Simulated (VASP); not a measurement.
NbAs: single point with PBEsol

NbAs:

```
Nb As
1.0
    -1.71984    1.71984    5.79688
     1.71984   -1.71984    5.79688
     1.71984    1.71984   -5.79688
Nb As
2 2
Direct
  0.49876 0.99876 0.50000
  0.74876 0.74876 0.00000
  0.91724 0.41724 0.50000
  0.16724 0.16724 0.00000
```

```json
{"Program": "VASP 6.6.1", "Task": "single point", "Functional": "PBEsol", "Potentials or basis": "VASP PAW PBE potentials, release 64 (Nb_sv, As)", "Cutoff": "520 eV", "k mesh": "11 × 11 × 11", "Occupations": "fermi-dirac, width 0.05 eV", "Spin": "no spin polarisation"}
```

| Property | Result |
| --- | --- |
| Pressure | 0.1 GPa |
| Largest force | 0.007 eV/Å |
| Band gap on the k mesh | 0.06 eV (least direct gap 0.09 eV) |

Forces in eV/Å, atoms in the order of the input:
```
Nb   0.000  0.000 -0.007
Nb   0.000  0.000 -0.007
As   0.000  0.000  0.007
As   0.000  0.000  0.007
```

Levels at points of the mesh, in eV from the valence-band top:
| k point | band 16 | band 17 | band 18 | band 19 | band 20 | band 21 |
| --- | --- | --- | --- | --- | --- | --- |
| (0.00, 0.00, 0.00) | -1.69 | -1.36 | -1.36 | 0.73 | 1.32 | 2.54 |

Wall time 10 min on 1 thread of Oxide Virtual Turin-like Processor (shared host), peak memory 0.42 GiB.

Caveat: the PAW data sets were made with another functional, which shifts forces and pressure a little. A k mesh can miss the band edges.
